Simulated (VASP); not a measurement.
Input of a VASP 6.6.1 run:

File INCAR:

```
SYSTEM = MgCd2O3
ALGO = Normal
EDIFF = 1E-6
ENCUT = 840
GGA = PE
GGA_COMPAT = .FALSE.
ISIF = 2
ISMEAR = 0
LASPH = .TRUE.
LCHARG = .FALSE.
LREAL = .FALSE.
LWAVE = .FALSE.
NBANDS = 43
NELM = 120
PREC = Accurate
SIGMA = 0.1
```

File KPOINTS:

```
k-points
0
G
  3 3 6
  0 0 0
```

POSCAR

```
MgCd2O3
1.0
    5.8303057185      0.0000000000      0.0000000000
   -2.9151528593      5.0491928641      0.0000000000
    0.0000000000      0.0000000000      3.0934932474
Mg Cd O
1 2 3
Direct
    0.0000000000      0.0000000000      0.0000000000
    0.6666666667      0.3333333333      0.0000000000
    0.3333333333      0.6666666667      0.0000000000
    0.5000000000      0.0000000000      0.5000000000
    0.5000000000      0.5000000000      0.5000000000
    0.0000000000      0.5000000000      0.5000000000
```

Potentials or basis: VASP PAW PBE potentials, release 64 (Mg_sv, Cd_sv_GW, O).

Launch:

```sh
$ cat potpaw_PBE.64/Mg_sv/POTCAR potpaw_PBE.64/Cd_sv_GW/POTCAR potpaw_PBE.64/O/POTCAR > POTCAR
$ mpirun -np 1 vasp_std > vasp.out
```

(1) Predict the band gap on the k mesh.

(2) What does it give for the pressure?

Results:

(1) zero (bands 34 and 35 overlap by 0.71 eV).

(2) -0.2 GPa.

Caveat: the k points lie up to 0.41 Å⁻¹ apart, too coarse for converged energies and pressures of a metal; semilocal functionals underestimate gaps, and a narrow one can read as zero.
